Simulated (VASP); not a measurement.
# CaMgI (P4/nmm) in VASP: single point with r2SCAN

Aim: the single point of CaMgI with r2SCAN.

All numbers are computed with VASP 6.6.1; they aren't measurements. Logs are shortened: lines on timing, memory, paths and dates and some standing lists are left out, and cuts for length are marked.

### Step 1. The cell of the first run

It takes space group P4/nmm (No. 129, tetragonal). Conventional cell: a = 4.197 Å, b = 4.197 Å, c = 9.218 Å, α = 90.00°, β = 90.00°, γ = 90.00°. Within 3.4 Å of Ca (site symmetry 4mm) lie 4 Mg at 2.56 Å and 4 I at 3.33 Å. Mg (site symmetry -4m2) has 4 Ca at 2.56 Å and 4 Mg at 2.97 Å within 3.4 Å. I (site symmetry 4mm) has 5 Ca at 3.33 to 4.47 Å and 4 Mg at 3.66 Å and 8 I at 4.20 to 4.38 Å within 4.5 Å.

### Step 2. Single point, r2SCAN

Input file POSCAR:

```
CaMgI
1.0
    4.1970080000      0.0000000000      0.0000000000
    0.0000000000      4.1970080000      0.0000000000
    0.0000000000      0.0000000000      9.2177470000
Ca Mg I
2 2 2
Direct
    0.0000000000      0.5000000000      0.1600000000
    0.5000000000      0.0000000000      0.8400000000
    0.0000000000      0.0000000000      0.0000000000
    0.5000000000      0.5000000000      0.0000000000
    0.0000000000      0.5000000000      0.6750000000
    0.5000000000      0.0000000000      0.3250000000
```

Input file INCAR.step1:

```
SYSTEM = CaMgI
PREC = Accurate ; ENCUT = 520
ISMEAR = -1 ; SIGMA = 0.1
LREAL = .False. ; LASPH = .True.
NELM = 100 ; NBANDS = 28
GGA = PE ; ALGO = Normal
EDIFF = 1E-4 ; LWAVE = .True.
LCHARG = .False.
```

Input file INCAR.step2:

```
SYSTEM = CaMgI
PREC = Accurate ; ENCUT = 520
EDIFF = 1E-6 ; ISMEAR = -1
SIGMA = 0.1 ; LREAL = .False.
LASPH = .True. ; NELM = 100
ALGO = Normal ; ISIF = 2
LWAVE = .False. ; LCHARG = .False.
METAGGA = R2SCAN ; LMIXTAU = .True.
NBANDS = 28 ; ISTART = 1
```

Input file KPOINTS:

```
Automatic mesh
0
Gamma
  8 8 4
  0 0 0
```

Potentials or basis: VASP PAW PBE potentials, release 64 (Ca_sv, Mg, I).

Started as:

```bash
$ cat potpaw_PBE.64/Ca_sv/POTCAR potpaw_PBE.64/Mg/POTCAR potpaw_PBE.64/I/POTCAR > POTCAR
$ cp INCAR.step1 INCAR
$ mpirun -np 1 vasp_std > vasp.out
$ cp INCAR.step2 INCAR
$ mpirun -np 1 vasp_std > vasp.out
```

OUTCAR:

```text
SYSTEM = CaMgI
   PREC = Accurate
   ENCUT = 520
   EDIFF = 1E-6
   ISMEAR = -1
   LREAL = .False.
   LASPH = .True.
   NELM = 100
   ISIF = 2
   METAGGA = R2SCAN
   ISTART = 1

 ion  position               nearest neighbor table
   1  0.000  0.500  0.160-   3 2.56   4 2.56   3 2.56   4 2.56   6 3.33   6 3.33   6 3.33   6 3.33

   2  0.500  0.000  0.840-   3 2.56   4 2.56   4 2.56   3 2.56   5 3.33   5 3.33   5 3.33   5 3.33

   3  0.000  0.000  0.000-   1 2.56   2 2.56   1 2.56   2 2.56   4 2.97   4 2.97   4 2.97   4 2.97

   4  0.500  0.500  0.000-   1 2.56   2 2.56   2 2.56   1 2.56   3 2.97   3 2.97   3 2.97   3 2.97

   5  0.000  0.500  0.675-   2 3.33   2 3.33   2 3.33   2 3.33
   6  0.500  0.000  0.325-   1 3.33   1 3.33   1 3.33   1 3.33

  LATTYP: Found a simple tetragonal cell.
 ALAT       =     4.1970080000
 C/A-ratio  =     2.1962662449

  Lattice vectors:

 A1 = (   4.1970080000,   0.0000000000,   0.0000000000)
 A2 = (   0.0000000000,   4.1970080000,   0.0000000000)
 A3 = (   0.0000000000,   0.0000000000,   9.2177470000)

Analysis of symmetry for initial positions (statically):
=====================================================================
 Subroutine PRICEL returns:
 Original cell was already a primitive cell.

 Routine SETGRP: Setting up the symmetry group for a
 simple tetragonal supercell.

 Subroutine GETGRP returns: Found 16 space group operations
 (whereof  8 operations were pure point group operations)
 out of a pool of 16 trial point group operations.

The static configuration has the point symmetry D_2d.
 The point group associated with its full space group is D_4h.

Analysis of symmetry for dynamics (positions and initial velocities):
=====================================================================
 Subroutine PRICEL returns:
 Original cell was already a primitive cell.

 Routine SETGRP: Setting up the symmetry group for a
 simple tetragonal supercell.

 Subroutine GETGRP returns: Found 16 space group operations
 (whereof  8 operations were pure point group operations)
 out of a pool of 16 trial point group operations.

The dynamic configuration has the point symmetry D_2d.
 The point group associated with its full space group is D_4h.

 Subroutine INISYM returns: Found 16 space group operations
 (whereof  8 operations are pure point group operations),
 and found     1 'primitive' translations

----------------------------------------------------------------------------------------

                                     Primitive cell

  volume of cell :     162.3695

  direct lattice vectors                    reciprocal lattice vectors
     4.197008000  0.000000000  0.000000000     0.238264974  0.000000000  0.000000000
     0.000000000  4.197008000  0.000000000     0.000000000  0.238264974  0.000000000
     0.000000000  0.000000000  9.217747000     0.000000000  0.000000000  0.108486380

  length of vectors
     4.197008000  4.197008000  9.217747000     0.238264974  0.238264974  0.108486380

  position of ions in fractional coordinates (direct lattice)
     0.000000000  0.500000000  0.160000000
     0.500000000  0.000000000  0.840000000
     0.000000000  0.000000000  0.000000000
     0.500000000  0.500000000  0.000000000
     0.000000000  0.500000000  0.675000000
     0.500000000  0.000000000  0.325000000

  ion indices of the primitive-cell ions
   primitive index   ion index
                 1           1
                 2           2
                 3           3
                 4           4
                 5           5
                 6           6

----------------------------------------------------------------------------------------

 KPOINTS: Automatic mesh

Automatic generation of k-mesh.
 Grid dimensions read from file:
 generate k-points for:    8    8    4

 Generating k-lattice:

  Cartesian coordinates                     Fractional coordinates (reciprocal lattice)
     0.029783122  0.000000000  0.000000000     0.125000000  0.000000000  0.000000000
     0.000000000  0.029783122  0.000000000     0.000000000  0.125000000  0.000000000
     0.000000000  0.000000000  0.027121595     0.000000000  0.000000000  0.250000000

  Length of vectors
     0.029783122  0.029783122  0.027121595

  Shift w.r.t. Gamma in fractional coordinates (k-lattice)
     0.000000000  0.000000000  0.000000000

 Subroutine IBZKPT returns following result:
 ===========================================

 Found     45 irreducible k-points:

 Following reciprocal coordinates:
            Coordinates               Weight
  0.000000  0.000000  0.000000      1.000000
  0.125000  0.000000  0.000000      4.000000
  0.250000  0.000000  0.000000      4.000000
  0.375000  0.000000  0.000000      4.000000
  0.500000  0.000000  0.000000      2.000000
  0.125000  0.125000  0.000000      4.000000
[... 16 lines left out ...]
  0.375000  0.125000  0.250000     16.000000
  0.500000  0.125000  0.250000      8.000000
 [... further k-points ...]
   k-points           NKPTS =     45   k-points in BZ     NKDIM =     45   number of bands    NBANDS=     28
   number of dos      NEDOS =    301   number of ions     NIONS =      6
   total plane-waves  NPLWV =  71680
   dimension x,y,z NGX =    32 NGY =   32 NGZ =   70
   dimension x,y,z NGXF=    64 NGYF=   64 NGZF=  140
   ions per type =               2   2   2
   NGX,Y,Z   is equivalent  to a cutoff of  12.68, 12.68, 12.62 a.u.
   NGXF,Y,Z  is equivalent  to a cutoff of  25.35, 25.35, 25.25 a.u.
 SYSTEM =  CaMgI
   PREC   = accura    normal or accurate (medium, high low for compatibility)
   ISTART =      1    job   : 0-new  1-cont  2-samecut
   ICHARG =      0    charge: 1-file 2-atom 10-const
   ISPIN  =      1    spin polarized calculation?
   LNONCOLLINEAR =      F non collinear calculations
   LSORBIT =      F    spin-orbit coupling
   LASPH  =      T    aspherical Exc in radial PAW
   ENCUT  =  520.0 eV  38.22 Ry    6.18 a.u.   7.80  7.80 17.14*2*pi/ulx,y,z
   NELM   =    100;   NELMIN=  2; NELMDL=  0     # of ELM steps
   EDIFF  = 0.1E-05   stopping-criterion for ELM
   LREAL  =      F    real-space projection
   EDIFFG = 0.1E-04   stopping-criterion for IOM
   NSW    =      0    number of steps for IOM
   IBRION =     -1    ionic relax: 0-MD 1-quasi-New 2-CG
   NFREE  =      0    steps in history (QN), initial steepest desc. (CG)
   ISIF   =      2    stress and relaxation
   ISYM   =      2    0-nonsym 1-usesym 2-fastsym
   POTIM  = 0.5000    time-step for ionic-motion
   TEBEG  =    0.0;   TEEND  =   0.0 temperature during run
   PSTRESS=    0.0 pullay stress
   NELECT =      38.0000    total number of electrons
   NUPDOWN=      -1.0000    fix difference up-down
   EMIN   =  10.00;   EMAX   =-10.00  energy-range for DOS
   EFERMI =   0.00;   METHOD = LEGACY
   ISMEAR =    -1;   SIGMA  =   0.10  broadening in eV -4-tet -1-fermi 0-gaus
   EFERMI_NEDOS =   21; number of points for ismear=-14 and -15
   IALGO  =     38    algorithm
   IMIX   =      4    mixing-type and parameters
     AMIX     =   0.40;   BMIX     =  1.00
     AMIX_MAG =   1.60;   BMIX_MAG =  1.00
  volume/ion in A,a.u.               =      27.06       182.62
  Fermi-wavevector in a.u.,A,eV,Ry     =   1.008869  1.906485 13.848223  1.017816
  Thomas-Fermi vector in A             =   2.141762
   LORBIT       =      0    0 simple, 1 ext, 2 COOP (PROOUT), +10 PAW based schemes
   METAGGA = R2SCAN    functional components
   LHFCALC =     F    Hartree Fock is set to
   AEXX    =    0.0000 exact exchange contribution
   IVDW    =     0    specifies the selected vdW correction
   LEPSILON=     F    determine dielectric tensor
   LRPA    =     F    only Hartree local field effects (RPA)
 non-spin polarized calculation
  energy-cutoff  :      520.00
  volume of cell :      162.37
 maximum number of plane-waves:      4406
 NGX is ok and might be reduce to    32
   NGX = 15   NGY = 15   NGZ = 35

 number of electron      38.0000000 magnetization

 Free energy of the ion-electron system (eV)
  ---------------------------------------------------
  ext. energy  EPLUGINS =         0.00000000
  ---------------------------------------------------
  free energy    TOTEN  =       -68.98163524 eV

  energy without entropy =      -68.88453978  energy(sigma->0) =      -68.93308751

 E-fermi :   5.1630     XC(G=0):  -9.2909

 val. band max:        5.1627161336   @ k =   0.1250   0.0000   0.0000
 cond. band min:       5.1681767554   @ k =   0.1250   0.0000   0.2500
 fundamental gap:      0.0054606218
 Fermi energy:         5.1629908865

 k-point     1 :       0.0000    0.0000    0.0000
  band No.  band energies     occupation
      1     -38.3097      2.00000
      2     -38.3034      2.00000
      3     -18.6248      2.00000
      4     -18.6248      2.00000
      5     -18.6046      2.00000
      6     -18.6046      2.00000
[... 20 lines left out ...]
     27       8.2169      0.00000
     28       8.4439      0.00000

 k-point     2 :       0.1250    0.0000    0.0000
  band No.  band energies     occupation
      1     -38.3090      2.00000
      2     -38.3033      2.00000
      3     -18.6333      2.00000
      4     -18.6233      2.00000
      5     -18.6153      2.00000
      6     -18.6046      2.00000
[... 20 lines left out ...]
     27       8.2752      0.00000
     28       8.2946      0.00000

 k-point     3 :       0.2500    0.0000    0.0000
  band No.  band energies     occupation
      1     -38.3075      2.00000
      2     -38.3031      2.00000
      3     -18.6530      2.00000
      4     -18.6399      2.00000
      5     -18.6192      2.00000
      6     -18.6048      2.00000
[... 20 lines left out ...]
     27       8.1780      0.00000
     28       8.4068      0.00000

 k-point     4 :       0.3750    0.0000    0.0000
  band No.  band energies     occupation
      1     -38.3056      2.00000
      2     -38.3032      2.00000
      3     -18.6714      2.00000
      4     -18.6646      2.00000
      5     -18.6140      2.00000
      6     -18.6062      2.00000
[... 20 lines left out ...]
     27       8.4300      0.00000
     28       8.4545      0.00000

 k-point     5 :       0.5000    0.0000    0.0000
  band No.  band energies     occupation
      1     -38.3040      2.00000
      2     -38.3040      2.00000
      3     -18.6768      2.00000
      4     -18.6768      2.00000
      5     -18.6093      2.00000
      6     -18.6093      2.00000
[... 20 lines left out ...]
     27       8.3184      0.00000
     28       8.3185      0.00000

 k-point     6 :       0.1250    0.1250    0.0000
  band No.  band energies     occupation
      1     -38.3085      2.00000
      2     -38.3031      2.00000
      3     -18.6330      2.00000
      4     -18.6300      2.00000
      5     -18.6195      2.00000
      6     -18.6100      2.00000
[... 463 lines left out ...]
      5     -18.6195      2.00000
      6     -18.6100      2.00000
[... 20 lines left out ...]
     27       8.4349      0.00000
     28       8.4376      0.00000

 k-point    22 :       0.2500    0.1250    0.2500
  band No.  band energies     occupation
      1     -38.3069      2.00000
      2     -38.3029      2.00000
      3     -18.6514      2.00000
      4     -18.6409      2.00000
      5     -18.6266      2.00000
      6     -18.6119      2.00000
[... 20 lines left out ...]
     27       8.1946      0.00000
     28       8.3564      0.00000

 k-point    23 :       0.3750    0.1250    0.2500
  band No.  band energies     occupation
      1     -38.3051      2.00000
      2     -38.3029      2.00000
      3     -18.6698      2.00000
      4     -18.6642      2.00000
      5     -18.6209      2.00000
      6     -18.6130      2.00000
[... 20 lines left out ...]
     27       8.3219      0.00000
     28       8.3619      0.00000

 k-point    24 :       0.5000    0.1250    0.2500
  band No.  band energies     occupation
      1     -38.3037      2.00000
      2     -38.3037      2.00000
      3     -18.6755      2.00000
      4     -18.6755      2.00000
      5     -18.6160      2.00000
      6     -18.6160      2.00000
[... 20 lines left out ...]
     27       8.4696      0.00000
     28       8.4760      0.00000

 [... further k-points ...]

------------------------ aborting loop because EDIFF is reached ----------------------------------------

  FORCE on cell =-STRESS in cart. coord.  units (eV):
  Direction    XX          YY          ZZ          XY          YZ          ZX
  --------------------------------------------------------------------------------------
  -------------------------------------------------------------------------------------
  Total       14.6782210     14.6782210     18.2217168      0.0000000      0.0000000     -0.0000000
  in kB      144.8370353    144.8370353    179.8024050      0.0000000      0.0000000     -0.0000000
  external PRESSURE =     156.4921585 kB  Pullay stress =       0.0000000 kB

 VOLUME and BASIS-vectors are now :
 -----------------------------------------------------------------------------
  energy-cutoff  :      520.00
  volume of cell :      162.37
      direct lattice vectors                 reciprocal lattice vectors
     4.197008000  0.000000000  0.000000000     0.238264974  0.000000000  0.000000000
     0.000000000  4.197008000  0.000000000     0.000000000  0.238264974  0.000000000
     0.000000000  0.000000000  9.217747000     0.000000000  0.000000000  0.108486380

 POSITION                                       TOTAL-FORCE (eV/Angst)
 -----------------------------------------------------------------------------------
      0.00000      2.09850      1.47484        -0.000000     -0.000000      5.800108
      2.09850      0.00000      7.74291         0.000000      0.000000     -5.800108
      0.00000      0.00000      0.00000         0.000000     -0.000000     -0.000000
      2.09850      2.09850      0.00000         0.000000      0.000000     -0.000000
      0.00000      2.09850      6.22198         0.000000     -0.000000     -0.259857
      2.09850      0.00000      2.99577         0.000000      0.000000      0.259857
 -----------------------------------------------------------------------------------
    total drift:                                0.000000      0.000000     -0.000000

  FREE ENERGIE OF THE ION-ELECTRON SYSTEM (eV)
  ---------------------------------------------------
  free  energy   TOTEN  =       -68.9816352374 eV

  energy  without entropy=      -68.8845397810  energy(sigma->0) =      -68.93308751
```

Run time: 7.7 min. Hardware: 1 thread of Intel Xeon Platinum 8259CL at 2.50GHz (Skylake/Cascade Lake), shared host; peak memory 0.42 GiB.

What came out:

```
Free energy            : -68.9816 eV
Pressure               : 15.6 GPa
Largest force          : 5.800 eV/Å
Band gap on the k mesh : zero (bands 19 and 20 overlap by 1.77 eV)
```

Forces on the atoms (eV/Å):
```
Ca   0.000  0.000  5.800
Ca   0.000  0.000 -5.800
Mg   0.000  0.000  0.000
Mg   0.000  0.000  0.000
I    0.000  0.000 -0.260
I    0.000  0.000  0.260
```

Caveat: the cell stands under pressure; the PAW data sets were made with another functional, which shifts forces and pressure a little; spin-orbit coupling is left out, which moves the levels of the heavy elements.
